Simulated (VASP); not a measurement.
InSb (zincblende type), 2 atoms in the cell. It takes space group F-43m (No. 216, cubic). Conventional cell: a = 6.638 Å, b = 6.638 Å, c = 6.638 Å, α = 90.00°, β = 90.00°, γ = 90.00°. Within 3.8 Å of In (site symmetry -43m) lie 4 Sb at 2.87 Å. Within 3.8 Å of Sb (site symmetry -43m) lie 4 In at 2.87 Å. 

| Property | Result |
| --- | --- |
| Program | VASP 6.6.1 |
| Task | single point |
| Functional | PBE |
| Potentials or basis | VASP PAW PBE potentials, release 64 (In_d, Sb) |
| Cutoff | 520 eV |
| k mesh | 9 × 9 × 9 |
| Occupations | tetrahedron |
| Spin | no spin polarisation |
| Dipole correction | no |
| Further INCAR settings | ALGO = Normal; EDIFF = 1e-06; NBANDS = 16 |

Potentials or basis: VASP PAW PBE potentials, release 64 (In_d, Sb).

Launch:

```sh
$ cat potpaw_PBE.64/In_d/POTCAR potpaw_PBE.64/Sb/POTCAR > POTCAR
$ mpirun -np 1 vasp_std > vasp.out
```

Hardware: 1 thread of Intel Xeon 8259CL, with other jobs on the host.

Question: Estimate the wall time of this run.

Answer: Run time: 51 s on 1 thread of Intel Xeon 8259CL (shared host), peak memory 0.23 GiB. Counts: scf iterations 13, k points 35.
